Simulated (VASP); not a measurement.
Set up this calculation in VASP 6.6.1, as the native input.

| Quantity | Value |
| --- | --- |
| Task | single point |
| Functional | revPBE |
| Potentials or basis | VASP PAW PBE potentials, release 64 (Cd, S) |
| Cutoff | 520 eV |
| k mesh | 7 × 7 × 5 |
| Occupations | fermi-dirac, width 0.05 eV |
| Spin | no spin polarisation |
| Dipole correction | no |
| Further INCAR settings | ALGO = Normal; EDIFF = 1e-07; NBANDS = 16 |

The structure of CdS lies in POSCAR:

```
CdS
1.0
    4.2611695877      0.0000000000      0.0000000000
   -2.1305847939      3.6902811128      0.0000000000
    0.0000000000      0.0000000000      5.8041729400
Cd S
1 1
Direct
    0.0000000000      0.0000000000      0.4426919200
    0.6666666667      0.3333333333      0.4343080800
```

One way to write it, as run:

INCAR

```
SYSTEM = CdS
ALGO = Normal
EDIFF = 1E-7
ENCUT = 520
GGA = RE
ISIF = 2
ISMEAR = -1
LASPH = .True.
LCHARG = .False.
LREAL = .False.
LWAVE = .False.
NBANDS = 16
NELM = 80
PREC = Accurate
SIGMA = 0.05
```

KPOINTS

```
k-points
0
Gamma
  7 7 5
  0 0 0
```

Potentials or basis: VASP PAW PBE potentials, release 64 (Cd, S).

Launch:

```console
$ cat potpaw_PBE.64/Cd/POTCAR potpaw_PBE.64/S/POTCAR > POTCAR
$ mpirun -np 1 vasp_std > vasp.out
```

It gave:

```yaml
Pressure: 0.7 GPa
Largest_force: 0.003 eV/Å
Band_gap_on_the_k_mesh: 1.58 eV
```

Caveat: the PAW data sets were made with another functional, which shifts forces and pressure a little; an odd mesh through Γ misses points on the zone boundary, where band edges can lie.

It took 56 s on 1 thread of Intel(R) Xeon(R) Platinum 8259CL CPU @ 2.50GHz (Skylake/Cascade Lake), with other jobs on the host, peak memory 0.22 GiB.
